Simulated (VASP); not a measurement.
Runs of VASP 6.6.1 on Sc. The structure is that of space group P6_3/mmc (No. 194), or close to it. The cells are those of the table. 

| cell | k mesh | gap on the mesh (eV) | pressure (GPa) |
| --- | --- | --- | --- |
| a = 3.220, b = 3.220, c = 10.265 Å, angles 90.0, 90.0, 120.0°, 4 atoms | 12 × 12 × 4 | none | (a) |
| a = 3.311, b = 3.311, c = 10.555 Å, angles 90.0, 90.0, 120.0°, 4 atoms | 12 × 12 × 4 | none | 0.0 |
| a = 3.266, b = 3.266, c = 10.412 Å, angles 90.0, 90.0, 120.0°, 4 atoms | 12 × 12 × 4 | none | 2.2 |
| a = 3.355, b = 3.355, c = 10.694 Å, angles 90.0, 90.0, 120.0°, 4 atoms | 12 × 12 × 4 | none | -1.8 |
| a = 3.311, b = 3.311, c = 10.555 Å, angles 90.0, 90.0, 120.0°, 4 atoms | 11 × 11 × 3 | none | 0.0 |

Alike in all rows: task single point; level BLYP; potentials or basis VASP PAW PBE potentials, release 64 (Sc_sv); no spin polarisation; cutoff (eV) 520; smearing fermi-dirac 0.1 eV.

Q: Fill in the values left out.

A: (a) 4.7.

Caveats: the PAW data sets were made with another functional, which shifts forces and pressure a little; the cell stands under pressure (at least some runs).

A gap of «none» marks levels without a gap at the run's occupations.
